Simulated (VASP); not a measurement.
# ErP5 (P6/mmm) in VASP: single point with PBE

Aim: the single point of ErP5 with PBE.

All numbers are computed with VASP 6.6.1; they aren't measurements. Logs are shortened: lines on timing, memory, paths and dates and some standing lists are left out, and cuts for length are marked.

### 1 The cell of the first run

The structure is hexagonal, space group P6/mmm (No. 191). Conventional cell: a = 4.366 Å, b = 4.366 Å, c = 9.222 Å, α = 90.00°, β = 90.00°, γ = 120.00°. Er (site symmetry 6/mmm) has 8 P at 2.52 to 2.57 Å within 3.3 Å. P (site symmetry -6m2) has 3 P at 2.52 Å and 3 Er at 2.52 Å within 3.3 Å. P (site symmetry 6mm) has 1 P at 2.04 Å and 1 Er at 2.57 Å within 2.7 Å. P (site symmetry 6/mmm) has 2 P at 2.04 Å within 2.7 Å.

The cell was generated, and may not be a known phase.

### 2 Single point, PBE

INCAR

```
PREC = Accurate ; ENCUT = 520
EDIFF = 1E-6 ; ISMEAR = 0
SIGMA = 0.1 ; LREAL = False
LASPH = True ; NELM = 80
ALGO = Normal ; ISIF = 2
LWAVE = False ; LCHARG = False
GGA = PE ; NBANDS = 32
```

KPOINTS

```
Automatic mesh
0
Gamma
  6 6 2
```

POSCAR

```
ErP5
1.0
    4.3655385400      0.0000000000      0.0000000000
   -2.1827692700      3.7806672700      0.0000000000
    0.0000000000      0.0000000000      9.2215136700
Er P
1 5
Direct
    0.0000000000      0.0000000000      0.5000000000
    0.3333333300      0.6666666700      0.5000000000
    0.6666666700      0.3333333300      0.5000000000
    0.0000000000      0.0000000000      0.7786485300
    0.0000000000      0.0000000000      0.2213514700
    0.0000000000      0.0000000000      0.0000000000
```

Potentials or basis: VASP PAW PBE potentials, release 64 (Er, P).

Command:

```console
> cat potpaw_PBE.64/Er/POTCAR potpaw_PBE.64/P/POTCAR > POTCAR
> mpirun -np 1 vasp_std > vasp.out
```

OUTCAR:

```text
PREC = Accurate
   ENCUT = 520
   EDIFF = 1E-6
   ISMEAR = 0
   LREAL = False
   LASPH = True
   NELM = 80
   ISIF = 2
   GGA = PE

 ion  position               nearest neighbor table
   1  0.000  0.000  0.500-   2 2.52   3 2.52   2 2.52   3 2.52   3 2.52   2 2.52   4 2.57   5 2.57

   2  0.333  0.667  0.500-   3 2.52   1 2.52   3 2.52   1 2.52   1 2.52   3 2.52
   3  0.667  0.333  0.500-   2 2.52   1 2.52   2 2.52   1 2.52   1 2.52   2 2.52
   4  0.000  0.000  0.779-   6 2.04   1 2.57
   5  0.000  0.000  0.221-   6 2.04   1 2.57
   6  0.000  0.000  0.000-   4 2.04   5 2.04

  LATTYP: Found a hexagonal cell.
 ALAT       =     4.3655385400
 C/A-ratio  =     2.1123427466

  Lattice vectors:

 A1 = (   4.3655385400,   0.0000000000,   0.0000000000)
 A2 = (  -2.1827692700,   3.7806672700,   0.0000000000)
 A3 = (   0.0000000000,   0.0000000000,   9.2215136700)

Analysis of symmetry for initial positions (statically):
=====================================================================
 Subroutine PRICEL returns:
 Original cell was already a primitive cell.

 Routine SETGRP: Setting up the symmetry group for a
 hexagonal supercell.

 Subroutine GETGRP returns: Found 24 space group operations
 (whereof 24 operations were pure point group operations)
 out of a pool of 24 trial point group operations.

The static configuration has the point symmetry D_6h.

Analysis of symmetry for dynamics (positions and initial velocities):
=====================================================================
 Subroutine PRICEL returns:
 Original cell was already a primitive cell.

 Routine SETGRP: Setting up the symmetry group for a
 hexagonal supercell.

 Subroutine GETGRP returns: Found 24 space group operations
 (whereof 24 operations were pure point group operations)
 out of a pool of 24 trial point group operations.

The dynamic configuration has the point symmetry D_6h.

 Subroutine INISYM returns: Found 24 space group operations
 (whereof 24 operations are pure point group operations),
 and found     1 'primitive' translations

[... 85 lines left out ...]
   ISPIN  =      1    spin polarized calculation?
   LNONCOLLINEAR =      F non collinear calculations
   LSORBIT =      F    spin-orbit coupling
   LASPH  =      T    aspherical Exc in radial PAW
   ENCUT  =  520.0 eV  38.22 Ry    6.18 a.u.   8.12  8.12 17.15*2*pi/ulx,y,z
   NELM   =     80;   NELMIN=  2; NELMDL= -5     # of ELM steps
   EDIFF  = 0.1E-05   stopping-criterion for ELM
   LREAL  =      F    real-space projection
   EDIFFG = 0.1E-04   stopping-criterion for IOM
   NSW    =      0    number of steps for IOM
   IBRION =     -1    ionic relax: 0-MD 1-quasi-New 2-CG
   NFREE  =      0    steps in history (QN), initial steepest desc. (CG)
   ISIF   =      2    stress and relaxation
   ISYM   =      2    0-nonsym 1-usesym 2-fastsym
   POTIM  = 0.5000    time-step for ionic-motion
   TEBEG  =    0.0;   TEEND  =   0.0 temperature during run
   PSTRESS=    0.0 pullay stress
   NELECT =      47.0000    total number of electrons
   NUPDOWN=      -1.0000    fix difference up-down
   EMIN   =  10.00;   EMAX   =-10.00  energy-range for DOS
   EFERMI =   0.00;   METHOD = LEGACY
   ISMEAR =     0;   SIGMA  =   0.10  broadening in eV -4-tet -1-fermi 0-gaus
   EFERMI_NEDOS =   21; number of points for ismear=-14 and -15
   IALGO  =     38    algorithm
   IMIX   =      4    mixing-type and parameters
     AMIX     =   0.40;   BMIX     =  1.00
     AMIX_MAG =   1.60;   BMIX_MAG =  1.00
  volume/ion in A,a.u.               =      25.37       171.18
  Fermi-wavevector in a.u.,A,eV,Ry     =   1.106551  2.091077 16.659712  1.224454
  Thomas-Fermi vector in A             =   2.243053
   LORBIT       =      0    0 simple, 1 ext, 2 COOP (PROOUT), +10 PAW based schemes
   GGA     = PE    functional components
   LHFCALC =     F    Hartree Fock is set to
   AEXX    =    0.0000 exact exchange contribution
   IVDW    =     0    specifies the selected vdW correction
   LEPSILON=     F    determine dielectric tensor
   LRPA    =     F    only Hartree local field effects (RPA)
 non-spin polarized calculation
 Gauss-broadening in eV      SIGMA  =   0.10
  energy-cutoff  :      520.00
  volume of cell :      152.20
 maximum number of plane-waves:      4109
   NGX = 17   NGY = 17   NGZ = 35

 number of electron      47.0000009 magnetization

 Free energy of the ion-electron system (eV)
  ---------------------------------------------------
  ext. energy  EPLUGINS =         0.00000000
  ---------------------------------------------------
  free energy    TOTEN  =       -26.84150856 eV

  energy without entropy =      -26.78340069  energy(sigma->0) =      -26.81245462

 E-fermi :   2.6622     XC(G=0):  -8.7028

 val. band max:        2.6397597553   @ k =   0.3333   0.1667   0.5000
 cond. band min:       2.6856027752   @ k =   0.3333   0.0000   0.0000
 fundamental gap:      0.0458430198
 Fermi energy:         2.6621754293

 k-point     1 :       0.0000    0.0000    0.0000
  band No.  band energies     occupation
      1     -44.8330      2.00000
      2     -19.4863      2.00000
      3     -19.4863      2.00000
      4     -19.3381      2.00000
      5     -10.4727      2.00000
      6      -9.9445      2.00000
[... 479 lines left out ...]
     31       8.0799      0.00000
     32       8.1675      0.00000

------------------------ aborting loop because EDIFF is reached ----------------------------------------

  FORCE on cell =-STRESS in cart. coord.  units (eV):
  Direction    XX          YY          ZZ          XY          YZ          ZX
  --------------------------------------------------------------------------------------
  -------------------------------------------------------------------------------------
  Total        9.8723182      9.8723182     -3.6760703     -0.0000000     -0.0000000      0.0000000
  in kB      103.9252860    103.9252856    -38.6977657     -0.0000000     -0.0000000      0.0000000
  external PRESSURE =      56.3842686 kB  Pullay stress =       0.0000000 kB

 VOLUME and BASIS-vectors are now :
 -----------------------------------------------------------------------------
  energy-cutoff  :      520.00
  volume of cell :      152.20
      direct lattice vectors                 reciprocal lattice vectors
     4.365538540  0.000000000  0.000000000     0.229066813  0.132251786  0.000000000
    -2.182769270  3.780667270  0.000000000     0.000000000  0.264503573  0.000000000
     0.000000000  0.000000000  9.221513670     0.000000000  0.000000000  0.108442067

 POSITION                                       TOTAL-FORCE (eV/Angst)
 -----------------------------------------------------------------------------------
      0.00000      0.00000      4.61076        -0.000000     -0.000000     -0.000000
     -0.00000      2.52044      4.61076        -0.000000      0.000000     -0.000000
      2.18277      1.26022      4.61076         0.000000     -0.000000     -0.000000
      0.00000      0.00000      7.18032        -0.000000      0.000000      2.447566
      0.00000      0.00000      2.04120         0.000000     -0.000000     -2.447566
      0.00000      0.00000      0.00000        -0.000000     -0.000000     -0.000000
 -----------------------------------------------------------------------------------
    total drift:                                0.000000     -0.000000      0.000000

  FREE ENERGIE OF THE ION-ELECTRON SYSTEM (eV)
  ---------------------------------------------------
  free  energy   TOTEN  =       -26.8415085550 eV

  energy  without entropy=      -26.7834006887  energy(sigma->0) =      -26.81245462
```

OSZICAR:

```text
N       E                     dE             d eps       ncg     rms          rms(c)
DAV:   1     0.380042281084E+03    0.38004E+03   -0.16989E+04  1400   0.583E+03
DAV:   2     0.460037975485E+02   -0.33404E+03   -0.30838E+03  1528   0.958E+02
DAV:   3    -0.177411829252E+02   -0.63745E+02   -0.60173E+02  1320   0.199E+02
DAV:   4    -0.263194895727E+02   -0.85783E+01   -0.82310E+01  1584   0.656E+01
[... 44 lines left out ...]
DAV:  49    -0.268415696949E+02    0.24236E-04   -0.13840E-05  1544   0.964E-02    0.195E-01
DAV:  50    -0.268415131871E+02    0.56508E-04   -0.12678E-04  1536   0.342E-01    0.136E-01
DAV:  51    -0.268415131449E+02    0.42160E-07   -0.15747E-05  1560   0.810E-02    0.125E-01
DAV:  52    -0.268415090886E+02    0.40563E-05   -0.42882E-06   992   0.615E-02    0.666E-02
DAV:  53    -0.268415085550E+02    0.53358E-06   -0.59042E-06  1080   0.748E-02
   1 F= -.26841509E+02 E0= -.26812455E+02  d E =-.581079E-01
```

stdout:

```text
POSCAR found type information on POSCAR ErP
 POSCAR found :  2 types and       6 ions
 scaLAPACK will be used
 LDA part: xc-table for (Slater+PW92), standard interpolation
 POSCAR, INCAR and KPOINTS ok, starting setup
 FFT: planning ... GRIDC
 FFT: planning ... GRID_SOFT
 FFT: planning ... GRID
 WAVECAR not read
 entering main loop
```

It took 8.2 min on 1 thread of AMD EPYC 7R43 (Zen 3), shared host; peak memory 0.24 GiB.

What came out:

```yaml
Free_energy: -26.8415 eV
Pressure: 5.6 GPa
Largest_force: 2.448 eV/Å
Band_gap_on_the_k_mesh: zero (an odd number of electrons rules out a gap without spin polarisation)
```

Forces on the atoms (eV/Å):
```
Er   0.000  0.000  0.000
P    0.000  0.000  0.000
P    0.000  0.000  0.000
P    0.000  0.000  2.448
P    0.000  0.000 -2.448
P    0.000  0.000  0.000
```

Stress tensor (GPa, compression positive):
```
10.39  0.00  0.00
 0.00 10.39  0.00
 0.00  0.00 -3.87
```

Levels at points of the mesh, in eV from the Fermi level:
```tsv
k point	band 20	band 21	band 22	band 23	band 24	band 25	band 26	band 27
(0.00, 0.00, 0.00)	-0.31	-0.25	-0.25	-0.02	0.15	0.65	1.59	1.59
(0.50, 0.00, 0.00)	-0.32	-0.26	-0.23	-0.20	-0.15	0.14	0.42	0.91
(0.00, 0.00, 0.50)	-0.25	-0.18	-0.05	-0.05	-0.02	1.32	1.32	1.77
(0.50, 0.00, 0.50)	-0.30	-0.26	-0.20	-0.12	0.14	0.20	0.26	0.72
```

Caveat: the stress differs along the axes, from -4 to 10 GPa; spin-orbit coupling is left out, which moves the levels of the heavy elements; semilocal functionals describe open f shells poorly, which spoils levels, moments and volumes; forces of over 1 eV/Å act on the atoms, so gaps and moduli don't describe the material at rest. Spin polarisation is off, so any magnetic state and its effect on volume and gap are missing.

The gap in the log of VASP goes by the Fermi energy; the results here count the filled bands.